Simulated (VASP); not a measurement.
Set up this calculation in VASP 6.6.1, as the native input.

```
Task                   : single point
Functional             : PBE
Dispersion             : D3(BJ)
Potentials or basis    : VASP PAW PBE potentials, release 64 (Be)
Cutoff                 : 520 eV
k mesh                 : 24 × 24 × 12
Occupations            : gaussian, width 0.15 eV
Spin                   : no spin polarisation
Dipole correction      : no
Further INCAR settings : ALGO = Fast; EDIFF = 1e-06; NBANDS = 9
```

The structure of Be lies in POSCAR:

```
Be
1.0
    2.2325744604      0.0000000000      0.0000000000
   -1.1162872302      1.9334661986      0.0000000000
    0.0000000000      0.0000000000      3.5291562651
Be
2
Direct
    0.3176165720      0.6666666667      0.2500000000
    0.6823834280      0.3333333333      0.7500000000
```

This cell differs from its parent crystal: atoms displaced along a vibrational mode, the cell strained.

These files were run (other wordings do the same):

INCAR

```
SYSTEM = Be
PREC = Accurate
ENCUT = 520
EDIFF = 1E-6
ISMEAR = 0
SIGMA = 0.15
LREAL = .False.
LASPH = .True.
NELM = 60
ALGO = Fast
ISIF = 2
LWAVE = .False.
LCHARG = .True.
GGA = PE
IVDW = 12
LELF = .True.
LVHAR = .True.
NBANDS = 9
```

KPOINTS

```
Automatic mesh
0
Gamma
  24 24 12
  0 0 0
```

Potentials or basis: VASP PAW PBE potentials, release 64 (Be).

Command:

```console
$ cat potpaw_PBE.64/Be/POTCAR > POTCAR
$ mpirun -np 1 vasp_std > vasp.out
```

It gave:

```yaml
Pressure: -2.9 GPa
Largest_force: 0.263 eV/Å
Band_gap_on_the_k_mesh: zero (bands 2 and 3 overlap by 2.13 eV)
Dispersion_energy_per_atom: -0.369 eV
```

Caveat: the cell differs from its parent crystal (atoms displaced along a vibrational mode, the cell strained).

Wall time 2.1 min on 1 thread of Oxide Virtual Turin-like Processor, on a shared host, peak memory 0.3 GiB.
